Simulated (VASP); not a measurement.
Wanted: the native input for a VASP 6.6.1 run.

- Task: single point
- Functional: LDA
- Potentials or basis: VASP PAW LDA potentials, release 64 (Hf_pv, C)
- Cutoff: 520 eV
- k mesh: 7 × 7 × 4
- Occupations: fermi-dirac, width 0.05 eV
- Spin: no spin polarisation
- Dipole correction: no
- Further INCAR settings: ALGO = Normal; EDIFF = 1e-06; NBANDS = 22

The structure of HfC lies in POSCAR:

```
HfC
1.0
    3.2549207446      0.0000000000      0.0000000000
   -1.6274603723      2.8188440522      0.0000000000
    0.0000000000      0.0000000000      5.1614732354
Hf C
2 2
Direct
    0.6666666667      0.3333333333      0.7500000000
    0.3333333333      0.6666666667      0.2500000000
    0.0000000000      0.0000000000      0.0000000000
    0.0000000000      0.0000000000      0.5000000000
```

One way to write it, as run:

INCAR

```
SYSTEM = HfC
PREC = Accurate
ENCUT = 520
EDIFF = 1E-6
ISMEAR = -1
SIGMA = 0.05
LREAL = .False.
LASPH = .True.
NELM = 60
ALGO = Normal
ISIF = 2
LWAVE = .False.
LCHARG = .False.
NBANDS = 22
```

KPOINTS

```
regular mesh
0
Gamma
  7 7 4
  0 0 0
```

Potentials or basis: VASP PAW LDA potentials, release 64 (Hf_pv, C).

The run is started by

```console
$ cat potpaw_LDA.64/Hf_pv/POTCAR potpaw_LDA.64/C/POTCAR > POTCAR
$ mpirun -np 1 vasp_std > vasp.out
```

It gave:

```yaml
Pressure: 2.6 GPa
Band_gap_on_the_k_mesh: zero (bands 14 and 15 overlap by 1.18 eV)
```

Caveat: spin-orbit coupling is left out, which moves the levels of the heavy elements.

Wall time 7.3 s on 1 thread of Intel(R) Xeon(R) 6975P-C (Granite Rapids) (shared host), peak memory 0.15 GiB.
